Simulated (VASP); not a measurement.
Mg2SnO3:

```
Mg Sn O
1.0
     1.62239    0.93669    8.01764
    -1.62239    0.93669    8.01764
     0.00000   -1.87338    8.01764
Mg Sn O
2 1 3
Direct
  0.39019 0.39019 0.39019
  0.60981 0.60981 0.60981
  0.50000 0.50000 0.50000
  0.00000 0.00000 0.00000
  0.78037 0.78037 0.78037
  0.21963 0.21963 0.21963
```

* Program: VASP 6.6.1
* Task: relaxation of cell and atoms
* Functional: PBE
* Potentials or basis: VASP PAW PBE potentials, release 64 (Mg, Sn_d, O)
* Cutoff: 600 eV
* k mesh: 6 × 6 × 6
* Occupations: gaussian, width 0.1 eV
* Spin: no spin polarisation

At the start: pressure 12.1 GPa; volume 12.18 Å³/atom.

Q: Where does the relaxation end?

A: Over 8 steps the energy falls by 442.2 meV/atom and the volume is 11.75 Å³/atom (-3.6 %); space group R-3m (No. 166, to 0.1 Å) before and after.

Step by step:
```tsv
step	energy change (eV)	largest force (eV/Å)	pressure (GPa)	volume (Å³)
1	0.0000	4.1144	12.10	73.11
2	-1.4624	1.7146	-9.92	83.26
3	-1.4730	1.5456	-10.99	84.08
4	-2.3877	0.6842	-7.60	76.90
5	-2.6344	0.1911	-2.72	72.01
6	-2.6350	0.2413	-2.35	71.76
7	-2.6503	0.0595	1.06	69.97
8	-2.6533	0.0319	0.06	70.47
```

Final structure:
```cif
data_structure
_symmetry_space_group_name_H-M 'P 1'
_symmetry_Int_Tables_number 1
_cell_length_a 8.5766
_cell_length_b 8.5766
_cell_length_c 8.5766
_cell_angle_alpha 20.926
_cell_angle_beta 20.926
_cell_angle_gamma 20.926
_cell_volume 70.47
loop_
_atom_site_label
_atom_site_type_symbol
_atom_site_fract_x
_atom_site_fract_y
_atom_site_fract_z
_atom_site_occupancy
Mg1 Mg 0.38142 0.38142 0.38142 1
Mg2 Mg 0.61858 0.61858 0.61858 1
Sn1 Sn 0.50000 0.50000 0.50000 1
O1 O 0.00000 0.00000 0.00000 1
O2 O 0.76150 0.76150 0.76150 1
O3 O 0.23850 0.23850 0.23850 1
```
